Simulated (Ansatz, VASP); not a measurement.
One calculation of TiB2, two programs

```
Ti B
1.0
     3.03191    0.00000    0.00000
    -1.51595    2.62571    0.00000
     0.00000    0.00000    3.22415
Ti B
1 2
Direct
  0.00000 0.00000 0.00000
  0.33333 0.66667 0.50000
  0.66667 0.33333 0.50000
```

Alike in both runs: functional PBE; k mesh 12 × 12 × 10; occupations fermi-dirac, width 0.1 eV; no spin polarisation.

Ansatz relaxed the structure, and its values are those at the end. VASP's run is a single point on that final structure, the one shown.

|  | VASP | Ansatz |
| --- | --- | --- |
| version | VASP 6.6.1 | Ansatz 0.2.0 |
| potentials or method | VASP PAW PBE potentials, release 64 (Ti_sv, B), cutoff 500 eV | PAW plane waves |
| valence electrons in the cell | 18 | 18 |

Ansatz gave:

| Property | Result |
| --- | --- |
| gap on the k mesh at the Fermi level (eV) | none |
| pressure (GPa) | 0.0 |

Estimate VASP's values.

gap on the k mesh at the Fermi level (eV): none; pressure (GPa): 0.3.

A gap of «none» marks a metal or a gap that the smearing closes.
